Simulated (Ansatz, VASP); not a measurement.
# GaP in VASP and in Ansatz

```xyz
2
Lattice="0.0000 2.7254 2.7254 2.7254 0.0000 2.7254 2.7254 2.7254 0.0000" Properties=species:S:1:pos:R:3 pbc="T T T"
Ga    0.0000    0.0000    0.0000
P     1.3627    1.3627    1.3627
```

Alike in both runs: task single point; functional PBEsol; k mesh 6 × 6 × 6; no spin polarisation.

|  | VASP | Ansatz |
| --- | --- | --- |
| version | VASP 6.6.1 | Ansatz 0.2.0 |
| potentials or method | VASP PAW PBE potentials, release 64 (Ga_d, P) | plane waves |
| plane-wave cutoff (eV) | 500 | 420 |
| occupations | gaussian, width 0.01 eV | fixed |
| valence electrons in the cell | 18 | 18 |

VASP gave:

| Quantity | Value |
| --- | --- |
| gap on the k mesh at the Fermi level (eV) | 1.51 |
| pressure (GPa) | -0.6 |

**Question.** Estimate Ansatz's values.

**Answer.** gap on the k mesh at the Fermi level (eV): 1.51; pressure (GPa): -0.5.

VASP's potentials were made for PBE, not for PBEsol.
